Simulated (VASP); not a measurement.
# Al (Fm-3m) in VASP: further runs, part 2 of 2

VASP 6.6.1. The steps go on from the part before.

### Step 4. Density of states, PBE

POSCAR reads:

```
Al
1.0
    0.0000000000      2.0194648466      2.0194648466
    2.0194648466      0.0000000000      2.0194648466
    2.0194648466      2.0194648466      0.0000000000
Al
1
Direct
    0.0000000000      0.0000000000      0.0000000000
```

INCAR.step1 reads:

```
PREC = Accurate
ENCUT = 400
EDIFF = 1E-6
ISMEAR = 0
SIGMA = 0.1
LREAL = F
LASPH = T
NELM = 120
ALGO = Normal
ISIF = 2
LWAVE = F
LCHARG = T
GGA = PE
ISYM = 0
NBANDS = 8
GGA_COMPAT = F
NEDOS = 2001
LORBIT = 11
```

KPOINTS.step1 reads:

```
regular mesh
0
Gamma
  2 4 6
```

INCAR.step2 reads:

```
PREC = Accurate
ENCUT = 400
EDIFF = 1E-6
ISMEAR = -5
SIGMA = 0.1
LREAL = F
LASPH = T
NELM = 120
ALGO = Normal
ISIF = 2
LWAVE = F
LCHARG = F
GGA = PE
LORBIT = 11
NEDOS = 2001
ICHARG = 11
ISYM = 0
GGA_COMPAT = F
```

KPOINTS.step2 reads:

```
regular mesh
0
Gamma
  3 6 9
```

Potentials or basis: VASP PAW PBE potentials, release 64 (Al).

Started as:

```bash
> cat potpaw_PBE.64/Al/POTCAR > POTCAR
> cp INCAR.step1 INCAR
> cp KPOINTS.step1 KPOINTS
> mpirun -np 1 vasp_std > vasp.out
> cp INCAR.step2 INCAR
> cp KPOINTS.step2 KPOINTS
> mpirun -np 1 vasp_std > vasp.out
```

OUTCAR:

```text
PREC = Accurate
   ENCUT = 400
   EDIFF = 1E-6
   ISMEAR = -5
   LREAL = F
   LASPH = T
   NELM = 120
   ISIF = 2
   GGA = PE
   LORBIT = 11
   ICHARG = 11
   ISYM = 0

 ion  position               nearest neighbor table
   1  0.000  0.000  0.000-

IMPORTANT INFORMATION: All symmetrisations will be switched off!
NOSYMM: (Re-)initialisation of all symmetry stuff for point group C_1.

----------------------------------------------------------------------------------------

                                     Primitive cell

  volume of cell :      16.4717

  direct lattice vectors                    reciprocal lattice vectors
     0.000000000  2.019464847  2.019464847    -0.247590346  0.247590346  0.247590346
     2.019464847  0.000000000  2.019464847     0.247590346 -0.247590346  0.247590346
     2.019464847  2.019464847  0.000000000     0.247590346  0.247590346 -0.247590346

  length of vectors
     2.855954575  2.855954575  2.855954575     0.428839059  0.428839059  0.428839059

  position of ions in fractional coordinates (direct lattice)
     0.000000000  0.000000000  0.000000000

  ion indices of the primitive-cell ions
   primitive index   ion index
[... 141 lines left out ...]
  free energy    TOTEN  =        -3.71752007 eV

  energy without entropy =       -3.71752007  energy(sigma->0) =       -3.71752007

 E-fermi :   8.2303     XC(G=0): -10.2025

 val. band max:        9.0477221674   @ k =   0.0000   0.5000   0.3333
 cond. band min:       8.3124510677   @ k =  -0.3333   0.1667   0.4444
 fundamental gap:     -0.7352710997
 Fermi energy:         8.2302612590

 k-point     1 :       0.0000    0.0000    0.0000
  band No.  band energies     occupation
      1      -3.1278      2.00000
      2      20.6457      0.00000
      3      20.6488      0.00000
      4      20.6538      0.00000
      5      22.1524      0.00000
[... 177 lines left out ...]
 k-point    24 :       0.3333   -0.3333    0.1111
  band No.  band energies     occupation
      1       5.0113      2.00000
      2       5.9510      2.18910
      3      10.0037      0.00000
      4      12.7762      0.00000
      5      20.2223      0.00000

 [... further k-points ...]
[... 5 lines left out ...]
  --------------------------------------------------------------------------------------
  -------------------------------------------------------------------------------------
  Total       -0.4340597      0.0599381      0.0398256      0.4028894      0.2764617      0.1167493
  in kB      -42.2202867      5.8300854      3.8737708     39.1884003     26.8909838     11.3560198
  external PRESSURE =     -10.8388102 kB  Pullay stress =       0.0000000 kB

 VOLUME and BASIS-vectors are now :
 -----------------------------------------------------------------------------
  energy-cutoff  :      400.00
  volume of cell :       16.47
      direct lattice vectors                 reciprocal lattice vectors
     0.000000000  2.019464847  2.019464847    -0.247590346  0.247590346  0.247590346
     2.019464847  0.000000000  2.019464847     0.247590346 -0.247590346  0.247590346
     2.019464847  2.019464847  0.000000000     0.247590346  0.247590346 -0.247590346

 POSITION                                       TOTAL-FORCE (eV/Angst)
 -----------------------------------------------------------------------------------
      0.00000      0.00000      0.00000        -0.000000      0.000000     -0.000000
 -----------------------------------------------------------------------------------
    total drift:                               -0.000000      0.000000     -0.000000

  FREE ENERGIE OF THE ION-ELECTRON SYSTEM (eV)
  ---------------------------------------------------
  free  energy   TOTEN  =        -3.7175200722 eV

  energy  without entropy=       -3.7175200722  energy(sigma->0) =       -3.71752007

 total charge

# of ion       s       p       d       tot
------------------------------------------
    1        0.413   0.350   0.000   0.764
```

OUTCAR.step1:

```text
PREC = Accurate
   ENCUT = 400
   EDIFF = 1E-6
   ISMEAR = 0
   LREAL = F
   LASPH = T
   NELM = 120
[... 468 lines left out ...]
      0.00000      0.00000      0.00000         0.000000     -0.000000     -0.000000
 -----------------------------------------------------------------------------------
    total drift:                                0.000000     -0.000000     -0.000000

  FREE ENERGIE OF THE ION-ELECTRON SYSTEM (eV)
  ---------------------------------------------------
  free  energy   TOTEN  =        -3.9721081905 eV

  energy  without entropy=       -3.9673571992  energy(sigma->0) =       -3.96973269

 total charge

# of ion       s       p       d       tot
------------------------------------------
    1        0.440   0.333   0.000   0.772
```

It took 13 s on 1 thread of AMD EPYC 7R13, shared host; peak memory 0.08 GiB.

What came out:

| Property | Result |
| --- | --- |
| Valence electrons inside the program's atomic spheres | Al 0.76 |

Caveat: the k points lie up to 1.35 Å⁻¹ apart; tetrahedron occupations give inexact forces and stress in metals.

### Step 5. Density of states, LDA

POSCAR, as its differences from that of step 4:

```diff
@@ -8,2 +8,2 @@
 Direct
-    0.0000000000      0.0000000000      0.0000000000
+    0.4250000000      0.0490000000      0.7990000000
```

INCAR.step1 reads:

```
PREC = Accurate
ENCUT = 400
EDIFF = 1E-6
ISMEAR = 0
SIGMA = 0.1
LREAL = False
LASPH = True
NELM = 120
ALGO = Normal
ISIF = 2
LWAVE = False
LCHARG = True
GGA = CA
NBANDS = 8
GGA_COMPAT = False
NEDOS = 2001
LORBIT = 11
```

KPOINTS.step1 reads:

```
regular mesh
0
Gamma
  8 8 8
```

INCAR.step2 reads:

```
PREC = Accurate
ENCUT = 400
EDIFF = 1E-6
ISMEAR = -5
SIGMA = 0.1
LREAL = False
LASPH = True
NELM = 120
ALGO = Normal
ISIF = 2
LWAVE = False
LCHARG = False
GGA = CA
LORBIT = 11
NEDOS = 2001
ICHARG = 11
GGA_COMPAT = False
```

KPOINTS.step2 reads:

```
regular mesh
0
Gamma
  12 12 12
```

Potentials or basis: VASP PAW LDA potentials, release 64 (Al).

Started as:

```bash
> cat potpaw_LDA.64/Al/POTCAR > POTCAR
> cp INCAR.step1 INCAR
> cp KPOINTS.step1 KPOINTS
> mpirun -np 1 vasp_std > vasp.out
> cp INCAR.step2 INCAR
> cp KPOINTS.step2 KPOINTS
> mpirun -np 1 vasp_std > vasp.out
```

Wall time 12 s (1 thread of AMD EPYC 7R13, shared host); peak memory 0.08 GiB.

It converged, with:

```
Valence electrons inside the program's atomic spheres : Al 0.79
```

Levels at points of the mesh, in eV from the Fermi level:
```csv
k point,band 1,band 2,band 3,band 4,band 5
"(0.00, 0.00, 0.00)",-11.14,12.55,12.55,12.55,13.88
"(0.50, 0.00, 0.00)",-4.59,-4.43,11.22,11.22,11.42
"(0.50, 0.50, 0.00)",-2.93,-1.65,5.27,5.51,5.51
```

Caveat: tetrahedron occupations give inexact forces and stress in metals.

### Step 6. Density of states, PBE

This run uses another cell than the first one, of 15.02 Å³/atom, 0.912 times its volume.

POSCAR reads:

```
Al
1.0
    0.0000000000      1.9583992935      1.9583992935
    1.9583992935      0.0000000000      1.9583992935
    1.9583992935      1.9583992935      0.0000000000
Al
1
Direct
    0.0000000000      0.0000000000      0.0000000000
```

INCAR.step1, as its differences from that of step 5:

```diff
@@ -12,4 +12,5 @@
 LCHARG = True
-GGA = CA
+GGA = PE
 NBANDS = 8
+ISYM = 0
 GGA_COMPAT = False
```

KPOINTS.step1 reads:

```
Automatic mesh
0
Gamma
  4 4 4
  0.5 0.5 0.5
```

INCAR.step2, as its differences from that of step 5:

```diff
@@ -12,6 +12,8 @@
 LCHARG = False
-GGA = CA
+GGA = PE
 LORBIT = 11
+NBANDS = 8
 NEDOS = 2001
 ICHARG = 11
+ISYM = 0
 GGA_COMPAT = False
```

KPOINTS.step2 reads:

```
regular mesh
0
Gamma
  6 6 6
```

Potentials or basis: VASP PAW PBE potentials, release 64 (Al).

Started as:

```bash
> cat potpaw_PBE.64/Al/POTCAR > POTCAR
> cp INCAR.step1 INCAR
> cp KPOINTS.step1 KPOINTS
> mpirun -np 1 vasp_std > vasp.out
> cp INCAR.step2 INCAR
> cp KPOINTS.step2 KPOINTS
> mpirun -np 1 vasp_std > vasp.out
```

It took 20 s on 1 thread of AMD EPYC 7R13, shared host; peak memory 0.09 GiB.

The run converged. Its results:

```yaml
Valence_electrons_inside_the_program's_atomic_spheres: Al 0.80
```

Levels at points of the mesh, in eV from the Fermi level:
```tsv
k point	band 1	band 2	band 3	band 4	band 5	band 6
(0.00, 0.00, 0.00)	-11.89	13.06	13.06	13.06	15.29	15.29
(0.50, 0.00, 0.00)	-5.07	-4.60	11.81	11.81	12.36	12.36
(0.00, 0.50, 0.00)	-5.07	-4.60	11.81	11.81	12.36	12.36
(0.00, 0.00, 0.50)	-5.07	-4.60	11.81	11.81	12.36	12.36
(0.50, 0.50, 0.50)	-5.07	-4.60	11.81	11.81	12.36	12.36
(0.50, 0.50, 0.00)	-3.24	-1.73	5.19	5.96	5.96	9.92
(0.00, 0.50, 0.50)	-3.24	-1.73	5.19	5.96	5.96	9.92
(0.50, 0.00, 0.50)	-3.24	-1.73	5.19	5.96	5.96	9.92
```

Caveat: the k points lie up to 0.69 Å⁻¹ apart; tetrahedron occupations give inexact forces and stress in metals.

### Step 7. Electric field gradients, PBE

INCAR reads:

```
ALGO = Normal
EDIFF = 1E-8
ENCUT = 400
GGA = PE
GGA_COMPAT = F
ISIF = 2
ISMEAR = -1
LASPH = T
LCHARG = F
LEFG = T
LREAL = F
LWAVE = F
NBANDS = 8
NELM = 120
PREC = Accurate
SIGMA = 0.051703999572871064
```

KPOINTS reads:

```
k-points
0
Gamma
  10 10 10
```

POSCAR reads:

```
Al
1.0
    0.0000000000      2.0194648466      2.0194648466
    2.0194648466      0.0000000000      2.0194648466
    2.0194648466      2.0194648466      0.0000000000
Al
1
Direct
    0.0000000000      0.0000000000      0.0000000000
```

Potentials or basis: VASP PAW PBE potentials, release 64 (Al).

Started as:

```bash
> cat potpaw_PBE.64/Al/POTCAR > POTCAR
> mpirun -np 1 vasp_std > vasp.out
```

OUTCAR:

```text
EDIFF = 1E-8
   ENCUT = 400
   GGA = PE
   ISIF = 2
   ISMEAR = -1
   LASPH = T
   LREAL = F
   NELM = 120
   PREC = Accurate

 ion  position               nearest neighbor table
   1  0.000  0.000  0.000-

  LATTYP: Found a face centered cubic cell.
 ALAT       =     4.0389296932

  Lattice vectors:

 A1 = (   0.0000000000,   2.0194648466,   2.0194648466)
[... 469 lines left out ...]
 -----------------------------------------------------------------------------------
    total drift:                               -0.000000     -0.000000     -0.000000

  FREE ENERGIE OF THE ION-ELECTRON SYSTEM (eV)
  ---------------------------------------------------
  free  energy   TOTEN  =        -3.7291775933 eV

  energy  without entropy=       -3.7216537744  energy(sigma->0) =       -3.72541568

 Electric field gradients (V/A^2)
---------------------------------------------------------------------
 ion       V_xx      V_yy      V_zz      V_xy      V_xz      V_yz
---------------------------------------------------------------------
   1      -0.000     0.000    -0.000    -0.000    -0.000    -0.000
---------------------------------------------------------------------

 Electric field gradients after diagonalization (V/A^2)
 (convention: |V_zz| > |V_xx| > |V_yy|)
----------------------------------------------------------------------
 ion       V_xx      V_yy      V_zz     asymmetry (V_yy - V_xx)/ V_zz
----------------------------------------------------------------------
   1       0.000     0.000    -0.000       0.000
----------------------------------------------------------------------

           NMR quadrupolar parameters

 Cq : quadrupolar parameter    Cq=e*Q*V_zz/h
 eta: asymmetry parameters     (V_yy - V_xx)/ V_zz
 Q  : nuclear electric quadrupole moment in mb (millibarn)
----------------------------------------------------------------------
 ion       Cq(MHz)       eta       Q (mb)
----------------------------------------------------------------------
   1      -0.000       0.000       1.000
----------------------------------------------------------------------
```

OSZICAR:

```text
N       E                     dE             d eps       ncg     rms          rms(c)
DAV:   1    -0.268462757746E+01   -0.26846E+01   -0.71038E+02   776   0.151E+02
DAV:   2    -0.374692240105E+01   -0.10623E+01   -0.10570E+01  1064   0.158E+01
DAV:   3    -0.375222997833E+01   -0.53076E-02   -0.52993E-02   912   0.117E+00
DAV:   4    -0.375224737159E+01   -0.17393E-04   -0.17393E-04  1208   0.558E-02
DAV:   5    -0.375224737643E+01   -0.48348E-08   -0.51212E-08   936   0.701E-04    0.131E+00
DAV:   6    -0.373887904486E+01    0.13368E-01   -0.17303E-03   992   0.192E-01    0.759E-01
DAV:   7    -0.372918525141E+01    0.96938E-02   -0.51335E-03   952   0.310E-01    0.147E-01
DAV:   8    -0.372917957328E+01    0.56781E-05   -0.13467E-05  1056   0.253E-02    0.819E-03
DAV:   9    -0.372917796904E+01    0.16042E-05   -0.91708E-07  1056   0.411E-03    0.649E-04
DAV:  10    -0.372917761895E+01    0.35010E-06   -0.37557E-09  1088   0.411E-04    0.281E-04
DAV:  11    -0.372917757834E+01    0.40609E-07   -0.11562E-10   680   0.606E-05    0.574E-05
DAV:  12    -0.372917759220E+01   -0.13863E-07   -0.92322E-12   560   0.174E-05    0.133E-05
DAV:  13    -0.372917759327E+01   -0.10697E-08   -0.80851E-15   464   0.338E-06
   1 F= -.37291776E+01 E0= -.37254157E+01  d E =-.752382E-02
```

stdout:

```text
POSCAR found type information on POSCAR Al
 POSCAR found :  1 types and       1 ions
 scaLAPACK will be used
 LDA part: xc-table for (Slater+PW92), standard interpolation
 POSCAR, INCAR and KPOINTS ok, starting setup
 FFT: planning ... GRIDC
 FFT: planning ... GRID_SOFT
 FFT: planning ... GRID
 WAVECAR not read
 entering main loop
ion   1
```

Run time: 10 s. Hardware: 1 thread of AMD EPYC 7R13, shared host; peak memory 0.09 GiB.

Results:

```yaml
Free_energy: -3.7292 eV
Pressure: 0.0 GPa
```

Caveat: without QUAD_EFG the Cq values of the log hold for a quadrupole moment of 1 mb, not for the nuclei.

### Step 8. The runs side by side

```tsv
task	level	potentials or basis	cell	k mesh	cutoff (eV)	smearing	k mesh for the DOS	occupations for the DOS	gap on the mesh (eV)	pressure (GPa)
electric field gradients	PBE	VASP PAW PBE potentials, release 64 (Al)	a = 2.856 Å, angles 60.0°, 1 atom	10 × 10 × 10	520	gaussian 0.1 eV	-	-	none	-0.1
density of states	PBE	VASP PAW PBE potentials, release 64 (Al)	a = 2.856 Å, angles 60.0°, 1 atom	3 × 3 × 3	400	tetrahedron 0.1 eV	5 × 5 × 5	tetrahedron	-	-
density of states	PBE	VASP PAW PBE potentials, release 64 (Al)	a = 2.856 Å, angles 60.0°, 1 atom	2 × 4 × 6	400	gaussian 0.1 eV	3 × 6 × 9	tetrahedron	-	-
density of states	LDA	VASP PAW LDA potentials, release 64 (Al)	a = 2.856 Å, angles 60.0°, 1 atom	8 × 8 × 8	400	gaussian 0.1 eV	12 × 12 × 12	tetrahedron	-	-
density of states	PBE	VASP PAW PBE potentials, release 64 (Al)	a = 2.770 Å, angles 60.0°, 1 atom	4 × 4 × 4, shifted	400	gaussian 0.1 eV	6 × 6 × 6	tetrahedron	-	-
electric field gradients	PBE	VASP PAW PBE potentials, release 64 (Al)	a = 2.856 Å, angles 60.0°, 1 atom	10 × 10 × 10	400	fermi-dirac 0.051704 eV	-	-	none	0.0
```

Alike in all rows: no spin polarisation.

Caveats: some runs use coarse meshes; tetrahedron occupations give inexact forces and stress in metals (some runs).

Absolute energies hang on the potentials; compare differences alone.
